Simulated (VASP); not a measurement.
# Hf (I4/mmm) in VASP: a series of runs

Runs on Hf. Level: PBEsol. Tasks: single point.

Program: VASP 6.6.1. These are calculated values, not measurements. Logs are shortened: lines on timing, memory, paths and dates and some standing lists are left out, and cuts for length are marked.

## (1) The cell of the first run

The structure is tetragonal, space group I4/mmm (No. 139). Conventional cell: a = 3.140 Å, b = 3.140 Å, c = 4.174 Å, α = 90.00°, β = 90.00°, γ = 90.00°. Hf (site symmetry 4/mmm) has 12 Hf at 3.05 to 3.14 Å within 4.0 Å.

## (2) Single point, PBEsol (strain -0.0600 x Voigt [0, 0, 1, 0, 0, 0])

The input, INCAR:

```
PREC = Accurate
ENCUT = 520
EDIFF = 1E-7
ISMEAR = 0
SIGMA = 0.15
LREAL = False
LASPH = True
NELM = 60
ALGO = Fast
ISIF = 2
LWAVE = False
LCHARG = False
GGA = PS
NBANDS = 11
```

The input, KPOINTS:

```
Automatic mesh
0
Gamma
  18 18 18
```

The input, POSCAR:

```
Hf
1.0
    0.0000000000      2.2200000000      2.0868000000
    2.2200000000      0.0000000000      2.0868000000
    2.2200000000      2.2200000000      0.0000000000
Hf
1
Direct
    0.0000000000      0.0000000000      0.0000000000
```

Potentials or basis: VASP PAW PBE potentials, release 64 (Hf_pv).

Command:

```bash
cat potpaw_PBE.64/Hf_pv/POTCAR > POTCAR
mpirun -np 1 vasp_std > vasp.out
```

OUTCAR:

```text
PREC = Accurate
   ENCUT = 520
   EDIFF = 1E-7
   ISMEAR = 0
   LREAL = False
   LASPH = True
   NELM = 60
   ISIF = 2
   GGA = PS

 ion  position               nearest neighbor table
   1  0.000  0.000  0.000-

  LATTYP: Found a body centered tetragonal cell.
 ALAT       =     3.1395541085
 C/A-ratio  =     1.3293607486

  Lattice vectors:

 A1 = (   0.0000000000,  -2.2200000000,  -2.0868000000)
 A2 = (   0.0000000000,   2.2200000000,  -2.0868000000)
 A3 = (   2.2200000000,   0.0000000000,   2.0868000000)

Analysis of symmetry for initial positions (statically):
=====================================================================
 Subroutine PRICEL returns:
 Original cell was already a primitive cell.

 Routine SETGRP: Setting up the symmetry group for a
 body centered tetragonal supercell.

 Subroutine GETGRP returns: Found 16 space group operations
 (whereof 16 operations were pure point group operations)
 out of a pool of 16 trial point group operations.

The static configuration has the point symmetry D_4h.

Analysis of symmetry for dynamics (positions and initial velocities):
=====================================================================
 Subroutine PRICEL returns:
 Original cell was already a primitive cell.

 Routine SETGRP: Setting up the symmetry group for a
 body centered tetragonal supercell.

 Subroutine GETGRP returns: Found 16 space group operations
 (whereof 16 operations were pure point group operations)
 out of a pool of 16 trial point group operations.

The dynamic configuration has the point symmetry D_4h.

 Subroutine INISYM returns: Found 16 space group operations
 (whereof 16 operations are pure point group operations),
 and found     1 'primitive' translations

----------------------------------------------------------------------------------------

                                     Primitive cell

  volume of cell :      20.5692

  direct lattice vectors                    reciprocal lattice vectors
     0.000000000  2.220000000  2.086800000    -0.225225225  0.225225225  0.239601303
     2.220000000  0.000000000  2.086800000     0.225225225 -0.225225225  0.239601303
     2.220000000  2.220000000  0.000000000     0.225225225  0.225225225 -0.239601303

  length of vectors
     3.046823631  3.046823631  3.139554108     0.398574446  0.398574446  0.398574446

  position of ions in fractional coordinates (direct lattice)
     0.000000000  0.000000000  0.000000000

  ion indices of the primitive-cell ions
   primitive index   ion index
                 1           1

----------------------------------------------------------------------------------------

 KPOINTS: Automatic mesh

Automatic generation of k-mesh.
 Grid dimensions read from file:
 generate k-points for:   18   18   18

 Generating k-lattice:

  Cartesian coordinates                     Fractional coordinates (reciprocal lattice)
    -0.012512513  0.012512513  0.013311184     0.055555556  0.000000000  0.000000000
     0.012512513 -0.012512513  0.013311184     0.000000000  0.055555556  0.000000000
     0.012512513  0.012512513 -0.013311184     0.000000000  0.000000000  0.055555556

  Length of vectors
     0.022143025  0.022143025  0.022143025

  Shift w.r.t. Gamma in fractional coordinates (k-lattice)
     0.000000000  0.000000000  0.000000000

 Subroutine IBZKPT returns following result:
 ===========================================

 Found    480 irreducible k-points:

 Following reciprocal coordinates:
            Coordinates               Weight
  0.000000  0.000000  0.000000      1.000000
  0.055556 -0.000000  0.000000      8.000000
  0.111111 -0.000000  0.000000      8.000000
  0.166667  0.000000  0.000000      8.000000
  0.222222 -0.000000  0.000000      8.000000
  0.277778 -0.000000  0.000000      8.000000
[... 16 lines left out ...]
 -0.277778  0.055556  0.000000      8.000000
 -0.222222  0.055556  0.000000      8.000000
 [... further k-points ...]
   k-points           NKPTS =    480   k-points in BZ     NKDIM =    480   number of bands    NBANDS=     11
   number of dos      NEDOS =    301   number of ions     NIONS =      1
   total plane-waves  NPLWV =  13824
   dimension x,y,z NGX =    24 NGY =   24 NGZ =   24
   dimension x,y,z NGXF=    48 NGYF=   48 NGZF=   48
   ions per type =               1
   NGX,Y,Z   is equivalent  to a cutoff of  13.10, 13.10, 12.71 a.u.
   NGXF,Y,Z  is equivalent  to a cutoff of  26.19, 26.19, 25.42 a.u.
 SYSTEM =  unknown system
   PREC   = accura    normal or accurate (medium, high low for compatibility)
   ISTART =      0    job   : 0-new  1-cont  2-samecut
   ICHARG =      2    charge: 1-file 2-atom 10-const
   ISPIN  =      1    spin polarized calculation?
   LNONCOLLINEAR =      F non collinear calculations
   LSORBIT =      F    spin-orbit coupling
   LASPH  =      T    aspherical Exc in radial PAW
   ENCUT  =  520.0 eV  38.22 Ry    6.18 a.u.   5.67  5.67  5.84*2*pi/ulx,y,z
   NELM   =     60;   NELMIN=  2; NELMDL= -5     # of ELM steps
   EDIFF  = 0.1E-06   stopping-criterion for ELM
   LREAL  =      F    real-space projection
   EDIFFG = 0.1E-05   stopping-criterion for IOM
   NSW    =      0    number of steps for IOM
   IBRION =     -1    ionic relax: 0-MD 1-quasi-New 2-CG
   NFREE  =      0    steps in history (QN), initial steepest desc. (CG)
   ISIF   =      2    stress and relaxation
   ISYM   =      2    0-nonsym 1-usesym 2-fastsym
   POTIM  = 0.5000    time-step for ionic-motion
   TEBEG  =    0.0;   TEEND  =   0.0 temperature during run
   PSTRESS=    0.0 pullay stress
   NELECT =      10.0000    total number of electrons
   NUPDOWN=      -1.0000    fix difference up-down
   EMIN   =  10.00;   EMAX   =-10.00  energy-range for DOS
   EFERMI =   0.00;   METHOD = LEGACY
   ISMEAR =     0;   SIGMA  =   0.15  broadening in eV -4-tet -1-fermi 0-gaus
   EFERMI_NEDOS =   21; number of points for ismear=-14 and -15
   IALGO  =     68    algorithm
   IMIX   =      4    mixing-type and parameters
     AMIX     =   0.40;   BMIX     =  1.00
     AMIX_MAG =   1.60;   BMIX_MAG =  1.00
  volume/ion in A,a.u.               =      20.57       138.81
  Fermi-wavevector in a.u.,A,eV,Ry     =   1.287269  2.432585 22.545683  1.657061
  Thomas-Fermi vector in A             =   2.419293
   LORBIT       =      0    0 simple, 1 ext, 2 COOP (PROOUT), +10 PAW based schemes
   GGA     = PS    functional components
   LHFCALC =     F    Hartree Fock is set to
   AEXX    =    0.0000 exact exchange contribution
   IVDW    =     0    specifies the selected vdW correction
   LEPSILON=     F    determine dielectric tensor
   LRPA    =     F    only Hartree local field effects (RPA)
 non-spin polarized calculation
 RMM-DIIS sequential band-by-band and
 Gauss-broadening in eV      SIGMA  =   0.15
  energy-cutoff  :      520.00
  volume of cell :       20.57
 maximum number of plane-waves:       568
   NGX = 11   NGY = 11   NGZ = 11

 number of electron      10.0000001 magnetization

 Free energy of the ion-electron system (eV)
  ---------------------------------------------------
  ext. energy  EPLUGINS =         0.00000000
  ---------------------------------------------------
  free energy    TOTEN  =       -10.41896092 eV

  energy without entropy =      -10.40300390  energy(sigma->0) =      -10.41098241

 E-fermi :   5.1713     XC(G=0): -11.7827

 val. band max:        5.1603926712   @ k =  -0.3333   0.1111   0.3333
 cond. band min:       5.1726225642   @ k =  -0.3889   0.2778   0.2222
 fundamental gap:      0.0122298930
 Fermi energy:         5.1713325696

 k-point     1 :       0.0000    0.0000    0.0000
  band No.  band energies     occupation
      1     -24.4801      2.00000
      2     -24.4801      2.00000
      3     -24.4739      2.00000
      4      -2.3214      2.00000
      5       6.3806      0.00000
      6       6.3806      0.00000
      7       7.1115      0.00000
      8       9.1113      0.00000
      9      10.1811      0.00000
     10      16.8856      0.00000
     11      18.5124      0.00000

 k-point     2 :       0.0556   -0.0000    0.0000
  band No.  band energies     occupation
      1     -24.5136      2.00000
      2     -24.4859      2.00000
      3     -24.4790      2.00000
      4      -2.2008      2.00000
      5       6.3242      0.00000
      6       6.4363      0.00000
      7       7.1004      0.00000
      8       9.0609      0.00000
      9      10.0975      0.00000
     10      17.1571      0.00000
     11      18.5151      0.00000

 k-point     3 :       0.1111   -0.0000    0.0000
  band No.  band energies     occupation
      1     -24.6148      2.00000
      2     -24.5024      2.00000
      3     -24.4876      2.00000
      4      -1.8508      2.00000
      5       6.1014      0.00000
      6       6.5729      0.00000
      7       7.1557      0.00000
      8       8.9632      0.00000
      9       9.8953      0.00000
     10      17.8613      0.00000
     11      19.8134      0.00000

 k-point     4 :       0.1667    0.0000    0.0000
  band No.  band energies     occupation
      1     -24.7669      2.00000
      2     -24.5277      2.00000
      3     -24.5005      2.00000
      4      -1.3075      2.00000
      5       5.7447      0.00000
      6       6.6905      0.00000
      7       7.2990      0.00000
      8       8.9692      0.00000
      9       9.7038      0.00000
     10      18.2024      0.00000
     11      19.5770      0.00000
[... 239 lines left out ...]
 k-point    22 :      -0.3333    0.0556    0.0000
  band No.  band energies     occupation
      1     -25.3401      2.00000
      2     -24.6225      2.00000
      3     -24.5931      2.00000
      4       0.8964      2.00000
      5       5.2390      0.52328
      6       6.3007      0.00000
      7       6.9102      0.00000
      8      10.4013      0.00000
      9      11.2530      0.00000
     10      16.3101      0.00000
     11      19.0197      0.00000

 k-point    23 :      -0.2778    0.0556    0.0000
  band No.  band energies     occupation
      1     -25.1788      2.00000
      2     -24.5908      2.00000
      3     -24.5805      2.00000
      4       0.3478      2.00000
      5       5.1426      1.21340
      6       6.5329      0.00000
      7       7.0733      0.00000
      8       9.5634      0.00000
      9      10.7016      0.00000
     10      16.9222      0.00000
     11      18.5119      0.00000

 k-point    24 :      -0.2222    0.0556    0.0000
  band No.  band energies     occupation
      1     -24.9973      2.00000
      2     -24.5636      2.00000
      3     -24.5578      2.00000
      4      -0.3375      2.00000
      5       5.2693      0.35543
      6       6.7506      0.00000
      7       7.2447      0.00000
      8       8.9044      0.00000
      9      10.2427      0.00000
     10      17.6625      0.00000
     11      18.5180      0.00000

 [... further k-points ...]

------------------------ aborting loop because EDIFF is reached ----------------------------------------

  FORCE on cell =-STRESS in cart. coord.  units (eV):
  Direction    XX          YY          ZZ          XY          YZ          ZX
  --------------------------------------------------------------------------------------
  -------------------------------------------------------------------------------------
  Total        0.5202899      0.5202899      0.9215533      0.0000000     -0.0000000      0.0000000
  in kB       40.5265077     40.5265077     71.7817884      0.0000000     -0.0000000      0.0000000
  external PRESSURE =      50.9449346 kB  Pullay stress =       0.0000000 kB

 VOLUME and BASIS-vectors are now :
 -----------------------------------------------------------------------------
  energy-cutoff  :      520.00
  volume of cell :       20.57
      direct lattice vectors                 reciprocal lattice vectors
     0.000000000  2.220000000  2.086800000    -0.225225225  0.225225225  0.239601303
     2.220000000  0.000000000  2.086800000     0.225225225 -0.225225225  0.239601303
     2.220000000  2.220000000  0.000000000     0.225225225  0.225225225 -0.239601303

 POSITION                                       TOTAL-FORCE (eV/Angst)
 -----------------------------------------------------------------------------------
      0.00000      0.00000      0.00000        -0.000000     -0.000000      0.000000
 -----------------------------------------------------------------------------------
    total drift:                               -0.000000     -0.000000     -0.000000

  FREE ENERGIE OF THE ION-ELECTRON SYSTEM (eV)
  ---------------------------------------------------
  free  energy   TOTEN  =       -10.4189609152 eV

  energy  without entropy=      -10.4030039045  energy(sigma->0) =      -10.41098241
```

Run time: 2.5 min. Hardware: 1 thread of AMD EPYC 7R13, shared host; peak memory 0.2 GiB.

Results:

* Free energy: -10.4190 eV
* Pressure: 5.1 GPa
* Band gap on the k mesh: zero (bands 5 and 6 overlap by 2.05 eV)

Levels at points of the mesh, in eV from the Fermi level:
| k point | band 1 | band 2 | band 3 | band 4 | band 5 | band 6 | band 7 | band 8 | band 9 | band 10 |
| --- | --- | --- | --- | --- | --- | --- | --- | --- | --- | --- |
| (0.00, 0.00, 0.00) | -29.65 | -29.65 | -29.65 | -7.49 | 1.21 | 1.21 | 1.94 | 3.94 | 5.01 | 11.71 |
| (0.50, 0.00, 0.00) | -30.73 | -29.84 | -29.74 | -3.89 | 0.73 | 0.93 | 1.63 | 6.62 | 7.19 | 10.52 |
| (0.50, 0.50, 0.00) | -30.66 | -30.11 | -30.11 | -3.55 | -2.57 | 3.77 | 6.88 | 7.62 | 7.62 | 10.10 |
| (0.50, 0.00, 0.50) | -30.66 | -30.06 | -29.94 | -3.66 | -2.35 | 2.69 | 6.82 | 7.19 | 8.00 | 10.54 |

Caveat: the cell differs from its parent crystal (strain -0.0600 x Voigt [0, 0, 1, 0, 0, 0]); the cell stands under pressure; the PAW data sets were made with another functional, which shifts forces and pressure a little; spin-orbit coupling is left out, which moves the levels of the heavy elements.

## (3) Single point, PBEsol (strain -0.0450 x Voigt [0, 0, 1, 0, 0, 0])

The input, INCAR:

```
PREC = Accurate ; ENCUT = 520
EDIFF = 1E-6 ; ISMEAR = 0
SIGMA = 0.15 ; LREAL = F
LASPH = T ; NELM = 60
ALGO = Normal ; ISIF = 2
LWAVE = F ; LCHARG = F
GGA = PS ; NBANDS = 11
```

KPOINTS is that of step 2.

The input, POSCAR:

```
Hf
1.0
    0.0000000000      2.2200000000      2.1201000000
    2.2200000000      0.0000000000      2.1201000000
    2.2200000000      2.2200000000      0.0000000000
Hf
1
Direct
    0.0000000000      0.0000000000      0.0000000000
```

Potentials or basis: VASP PAW PBE potentials, release 64 (Hf_pv).

Command:

```bash
cat potpaw_PBE.64/Hf_pv/POTCAR > POTCAR
mpirun -np 1 vasp_std > vasp.out
```

It took 1.7 min on 1 thread of AMD EPYC 7R13, shared host; peak memory 0.2 GiB.

The run converged. Its results:

* Free energy: -10.4313 eV
* Pressure: 3.2 GPa
* Band gap on the k mesh: zero (bands 5 and 6 overlap by 2.07 eV)

Stress tensor (GPa, compression positive):
```
2.35 0.00 0.00
0.00 2.35 0.00
0.00 0.00 4.82
```

Levels at points of the mesh, in eV from the Fermi level:
```tsv
k point	band 2	band 3	band 4	band 5	band 6	band 7	band 8	band 9
(0.00, 0.00, 0.00)	-29.71	-29.71	-7.45	1.25	1.25	1.79	4.03	4.83
(0.50, 0.00, 0.00)	-29.88	-29.81	-3.84	0.85	0.86	1.50	6.58	6.99
(0.50, 0.50, 0.00)	-30.13	-30.13	-3.50	-2.48	3.46	6.77	7.49	7.49
(0.50, 0.00, 0.50)	-30.09	-30.01	-3.59	-2.32	2.68	6.75	7.17	7.78
```

Caveat: the cell differs from its parent crystal (strain -0.0450 x Voigt [0, 0, 1, 0, 0, 0]); the cell stands under pressure; the PAW data sets were made with another functional, which shifts forces and pressure a little; spin-orbit coupling is left out, which moves the levels of the heavy elements.
